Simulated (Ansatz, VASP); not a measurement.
# Two plane-wave programs on BeSe

```
Be Se
1.0
     0.00000    2.58148    2.58148
     2.58148    0.00000    2.58148
     2.58148    2.58148    0.00000
Be Se
1 1
Direct
  0.00000 0.00000 0.00000
  0.25000 0.25000 0.25000
```

Alike in both runs: functional r2SCAN; k mesh 8 × 8 × 8; occupations gaussian, width 0.02 eV; no spin polarisation.

Ansatz relaxed the structure, and its values are those at the end. VASP's run is a single point on that final structure, the one shown.

```csv
,VASP,Ansatz
version,VASP 6.6.1,Ansatz 0.2.0
potentials or method,"VASP PAW PBE potentials, release 64 (Be, Se), cutoff 660 eV","scalar-relativistic, plane waves, PAW"
valence electrons in the cell,8,18
```

```csv
,VASP,Ansatz,Ansatz less VASP
gap on the k mesh at the Fermi level (eV),3.13,3.13,0.000
least direct gap on the mesh (eV),5.04,5.03,-0.007
pressure (GPa),0.3,0.0,-0.29
```

VASP's potentials were made for PBE, not for r2SCAN. With one functional, cell and mesh, what is left measures potentials, basis and numerics. VASP's potentials hold 8 valence electrons a cell and Ansatz's 18, so a difference there can come from the potentials and not from the codes.
